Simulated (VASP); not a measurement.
**TiC: electric field gradients with PBEsol**

The system is TiC.

```
Ti C
1.0
     0.00000    2.15676    2.15676
     2.15676    0.00000    2.15676
     2.15676    2.15676    0.00000
Ti C
1 1
Cartesian
  0.0000 0.0000 0.0000
  2.1568 2.1568 2.1568
```

- Program: VASP 6.6.1
- Task: electric field gradients
- Functional: PBEsol
- Potentials or basis: VASP PAW PBE potentials, release 64 (Ti_sv, C)
- Cutoff: 520 eV
- k mesh: 14 × 14 × 14
- Occupations: fermi-dirac, width 0.03 eV
- Spin: no spin polarisation
- Dipole correction: no
- Further INCAR settings: ALGO = Normal; EDIFF = 1e-08; NBANDS = 15

* Pressure: -3.4 GPa
* Band gap on the k mesh: zero (bands 8 and 9 overlap by 1.07 eV)
* Largest electric field gradient by atom: zero within the noise of the run

Levels at points of the mesh, in eV from the Fermi level:
| k point | band 4 | band 5 | band 6 | band 7 | band 8 | band 9 | band 10 | band 11 | band 12 | band 13 |
| --- | --- | --- | --- | --- | --- | --- | --- | --- | --- | --- |
| (0.00, 0.00, 0.00) | -32.41 | -12.42 | 0.67 | 0.67 | 0.67 | 1.73 | 1.73 | 1.73 | 1.76 | 1.76 |
| (0.50, 0.00, 0.00) | -32.46 | -8.84 | -5.93 | -2.93 | -2.93 | 2.97 | 2.97 | 4.18 | 8.23 | 8.34 |
| (0.50, 0.50, 0.00) | -32.59 | -10.10 | -3.44 | -1.70 | -0.01 | -0.01 | 2.79 | 3.59 | 3.59 | 5.98 |

Run time: 29 s on 1 thread of Intel Xeon 8259CL, with other jobs on the host, peak memory 0.16 GiB.

Caveat: the cell stands under tension; the PAW data sets were made with another functional, which shifts forces and pressure a little.
